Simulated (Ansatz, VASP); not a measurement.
**As in VASP and in Ansatz**

```
As
1.0
     0.00000    3.05457    3.05457
     3.05457    0.00000    3.05457
     3.05457    3.05457    0.00000
As
2
Cartesian
  -0.7636 -0.7636 -0.7636
  0.7636 0.7636 0.7636
```

Alike in both runs: functional PBE; k mesh 12 × 12 × 12; occupations fermi-dirac, width 0.05 eV; non-collinear spin, spin-orbit coupling.

Ansatz relaxed the structure, and its values are those at the end. VASP's run is a single point on that final structure, the one shown.

```csv
,VASP,Ansatz
version,VASP 6.6.1,Ansatz 0.2.0
potentials or method,"VASP PAW PBE potentials, release 64 (As), cutoff 520 eV",all-electron LAPW
```

```csv
,VASP,Ansatz,Ansatz less VASP
pressure (GPa),0.1,0.0,-0.10
net moment per atom (μB),0.00,0.00,0.000
```

Ansatz ran all-electron here, and VASP with PAW potentials.
